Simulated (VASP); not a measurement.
# Sc2Al (P6_3/mmc) in VASP: single point with PBEsol

Aim: the single point of Sc2Al with PBEsol.

Everything below comes from runs of VASP 6.6.1. Logs are shortened: lines on timing, memory, paths and dates and some standing lists are left out, and cuts for length are marked.

## Step 1: The cell of the first run

The structure is hexagonal, space group P6_3/mmc (No. 194). The conventional cell has a = 4.851 Å, b = 4.851 Å, c = 6.085 Å, α = 90.00°, β = 90.00°, γ = 120.00°. Within 4.0 Å of Sc (site symmetry -3m) lie 8 Sc at 3.04 to 3.19 Å and 6 Al at 3.19 Å. Within 3.7 Å of Sc (site symmetry -6m2) lie 5 Al at 2.80 to 3.04 Å and 6 Sc at 3.19 Å. Al (site symmetry -6m2) has 11 Sc at 2.80 to 3.19 Å within 3.7 Å.

## Step 2: Single point, PBEsol

INCAR reads:

```
PREC = Accurate
ENCUT = 520
EDIFF = 1E-6
ISMEAR = 0
SIGMA = 0.1
LREAL = False
LASPH = True
NELM = 60
ALGO = Fast
ISIF = 2
LWAVE = False
LCHARG = False
GGA = PS
NBANDS = 34
```

KPOINTS reads:

```
regular mesh
0
Gamma
  12 12 6
```

POSCAR reads:

```
Sc2Al
1.0
    4.8508989712      0.0000000000      0.0000000000
   -2.4254494856      4.2010017403      0.0000000000
    0.0000000000      0.0000000000      6.0854513232
Sc Al
4 2
Direct
    0.0000000000      0.0000000000      0.0000000000
    0.0000000000      0.0000000000      0.5000000000
    0.3333333333      0.6666666667      0.7500000000
    0.6666666667      0.3333333333      0.2500000000
    0.3333333333      0.6666666667      0.2500000000
    0.6666666667      0.3333333333      0.7500000000
```

Potentials or basis: VASP PAW PBE potentials, release 64 (Sc_sv, Al).

On the command line:

```bash
> cat potpaw_PBE.64/Sc_sv/POTCAR potpaw_PBE.64/Al/POTCAR > POTCAR
> mpirun -np 1 vasp_std > vasp.out
```

OUTCAR:

```text
PREC = Accurate
   ENCUT = 520
   EDIFF = 1E-6
   ISMEAR = 0
   LREAL = False
   LASPH = True
   NELM = 60
   ISIF = 2
   GGA = PS

 ion  position               nearest neighbor table
   1  0.000  0.000  0.000-   2 3.04   2 3.04   4 3.19   5 3.19   6 3.19   3 3.19   4 3.19   6 3.19
                             3 3.19   5 3.19   4 3.19   6 3.19   3 3.19   5 3.19
   2  0.000  0.000  0.500-   1 3.04   1 3.04   4 3.19   5 3.19   6 3.19   3 3.19   4 3.19   6 3.19
                             3 3.19   5 3.19   4 3.19   6 3.19   3 3.19   5 3.19
   3  0.333  0.667  0.750-   6 2.80   6 2.80   6 2.80   5 3.04   5 3.04   1 3.19   2 3.19   2 3.19
                             1 3.19   2 3.19   1 3.19
   4  0.667  0.333  0.250-   5 2.80   5 2.80   5 2.80   6 3.04   6 3.04   1 3.19   2 3.19   1 3.19
                             2 3.19   1 3.19   2 3.19
   5  0.333  0.667  0.250-   4 2.80   4 2.80   4 2.80   3 3.04   3 3.04   1 3.19   2 3.19   2 3.19
                             1 3.19   2 3.19   1 3.19
   6  0.667  0.333  0.750-   3 2.80   3 2.80   3 2.80   4 3.04   4 3.04   1 3.19   2 3.19   1 3.19
                             2 3.19   1 3.19   2 3.19

  LATTYP: Found a hexagonal cell.
 ALAT       =     4.8508989712
 C/A-ratio  =     1.2544997039

  Lattice vectors:

 A1 = (   4.8508989712,   0.0000000000,   0.0000000000)
 A2 = (  -2.4254494856,   4.2010017403,   0.0000000000)
 A3 = (   0.0000000000,   0.0000000000,   6.0854513232)

Analysis of symmetry for initial positions (statically):
=====================================================================
 Subroutine PRICEL returns:
 Original cell was already a primitive cell.

 Routine SETGRP: Setting up the symmetry group for a
 hexagonal supercell.

 Subroutine GETGRP returns: Found 24 space group operations
 (whereof 12 operations were pure point group operations)
 out of a pool of 24 trial point group operations.

The static configuration has the point symmetry D_3d.
 The point group associated with its full space group is D_6h.

Analysis of symmetry for dynamics (positions and initial velocities):
=====================================================================
 Subroutine PRICEL returns:
 Original cell was already a primitive cell.

 Routine SETGRP: Setting up the symmetry group for a
 hexagonal supercell.

 Subroutine GETGRP returns: Found 24 space group operations
 (whereof 12 operations were pure point group operations)
 out of a pool of 24 trial point group operations.

The dynamic configuration has the point symmetry D_3d.
 The point group associated with its full space group is D_6h.
[... 111 lines left out ...]
   IBRION =     -1    ionic relax: 0-MD 1-quasi-New 2-CG
   NFREE  =      0    steps in history (QN), initial steepest desc. (CG)
   ISIF   =      2    stress and relaxation
   ISYM   =      2    0-nonsym 1-usesym 2-fastsym
   POTIM  = 0.5000    time-step for ionic-motion
   TEBEG  =    0.0;   TEEND  =   0.0 temperature during run
   PSTRESS=    0.0 pullay stress
   NELECT =      50.0000    total number of electrons
   NUPDOWN=      -1.0000    fix difference up-down
   EMIN   =  10.00;   EMAX   =-10.00  energy-range for DOS
   EFERMI =   0.00;   METHOD = LEGACY
   ISMEAR =     0;   SIGMA  =   0.10  broadening in eV -4-tet -1-fermi 0-gaus
   EFERMI_NEDOS =   21; number of points for ismear=-14 and -15
   IALGO  =     68    algorithm
   IMIX   =      4    mixing-type and parameters
     AMIX     =   0.40;   BMIX     =  1.00
     AMIX_MAG =   1.60;   BMIX_MAG =  1.00
  volume/ion in A,a.u.               =      20.67       139.48
  Fermi-wavevector in a.u.,A,eV,Ry     =   1.209416  2.285464 19.901050  1.462686
  Thomas-Fermi vector in A             =   2.344994
   LORBIT       =      0    0 simple, 1 ext, 2 COOP (PROOUT), +10 PAW based schemes
   GGA     = PS    functional components
   LHFCALC =     F    Hartree Fock is set to
   AEXX    =    0.0000 exact exchange contribution
   IVDW    =     0    specifies the selected vdW correction
   LEPSILON=     F    determine dielectric tensor
   LRPA    =     F    only Hartree local field effects (RPA)
 non-spin polarized calculation
 RMM-DIIS sequential band-by-band and
 Gauss-broadening in eV      SIGMA  =   0.10
  energy-cutoff  :      520.00
  volume of cell :      124.01
 maximum number of plane-waves:      3369
   NGX = 19   NGY = 19   NGZ = 23

 number of electron      50.0000005 magnetization

 Free energy of the ion-electron system (eV)
  ---------------------------------------------------
  ext. energy  EPLUGINS =         0.00000000
  ---------------------------------------------------
  free energy    TOTEN  =       -36.73795399 eV

  energy without entropy =      -36.70146080  energy(sigma->0) =      -36.71970740

 E-fermi :   4.9384     XC(G=0): -10.3069

 val. band max:        4.9380260418   @ k =   0.3333   0.0833   0.0000
 cond. band min:       4.9386328353   @ k =   0.0833  -0.0000   0.3333
 fundamental gap:      0.0006067935
 Fermi energy:         4.9384380278

 k-point     1 :       0.0000    0.0000    0.0000
  band No.  band energies     occupation
      1     -44.2758      2.00000
      2     -44.2091      2.00000
      3     -44.1874      2.00000
      4     -44.1701      2.00000
      5     -23.1598      2.00000
      6     -23.1106      2.00000
[... 877 lines left out ...]
     33       7.0059      0.00000
     34       7.4561      0.00000

 [... further k-points ...]

------------------------ aborting loop because EDIFF is reached ----------------------------------------

  FORCE on cell =-STRESS in cart. coord.  units (eV):
  Direction    XX          YY          ZZ          XY          YZ          ZX
  --------------------------------------------------------------------------------------
  -------------------------------------------------------------------------------------
  Total        0.0793571      0.0793571      0.0513748      0.0000000     -0.0000000      0.0000000
  in kB        1.0252475      1.0252475      0.6637326      0.0000000     -0.0000000      0.0000000
  external PRESSURE =       0.9047425 kB  Pullay stress =       0.0000000 kB

 VOLUME and BASIS-vectors are now :
 -----------------------------------------------------------------------------
  energy-cutoff  :      520.00
  volume of cell :      124.01
      direct lattice vectors                 reciprocal lattice vectors
     4.850898971  0.000000000  0.000000000     0.206147357  0.119019232  0.000000000
    -2.425449486  4.201001740  0.000000000     0.000000000  0.238038464  0.000000000
     0.000000000  0.000000000  6.085451323     0.000000000  0.000000000  0.164326349

 POSITION                                       TOTAL-FORCE (eV/Angst)
 -----------------------------------------------------------------------------------
      0.00000      0.00000      0.00000        -0.000000      0.000000      0.000000
      0.00000      0.00000      3.04273        -0.000000      0.000000      0.000000
     -0.00000      2.80067      4.56409        -0.000000      0.000000      0.000000
      2.42545      1.40033      1.52136         0.000000     -0.000000     -0.000000
     -0.00000      2.80067      1.52136        -0.000000      0.000000      0.000000
      2.42545      1.40033      4.56409         0.000000      0.000000      0.000000
 -----------------------------------------------------------------------------------
    total drift:                               -0.000000     -0.000000     -0.000000

  FREE ENERGIE OF THE ION-ELECTRON SYSTEM (eV)
  ---------------------------------------------------
  free  energy   TOTEN  =       -36.7379539938 eV

  energy  without entropy=      -36.7014608031  energy(sigma->0) =      -36.71970740
```

stdout:

```text
POSCAR found type information on POSCAR ScAl
 POSCAR found :  2 types and       6 ions
 scaLAPACK will be used
 -----------------------------------------------------------------------------
|                                                                             |
|                                                                             |
|     You enforced a specific xc type in the INCAR file but a different       |
|     I HOPE YOU KNOW WHAT YOU ARE DOING!                                     |
|                                                                             |
 -----------------------------------------------------------------------------

 LDA part: xc-table for (Slater+PW92), standard interpolation
 POSCAR, INCAR and KPOINTS ok, starting setup
 FFT: planning ... GRIDC
 FFT: planning ... GRID_SOFT
 FFT: planning ... GRID
 WAVECAR not read
 entering main loop
```

It took 3.5 min on 1 thread of Intel Xeon Platinum 8559C (Emerald Rapids), shared host; peak memory 0.4 GiB.

What came out:

```
Free energy            : -36.7380 eV
Pressure               : 0.1 GPa
Band gap on the k mesh : zero (band 25 reaches 5.29 eV, above the bottom of band 26 at 4.53 eV)
```

Caveat: the PAW data sets were made with another functional, which shifts forces and pressure a little.
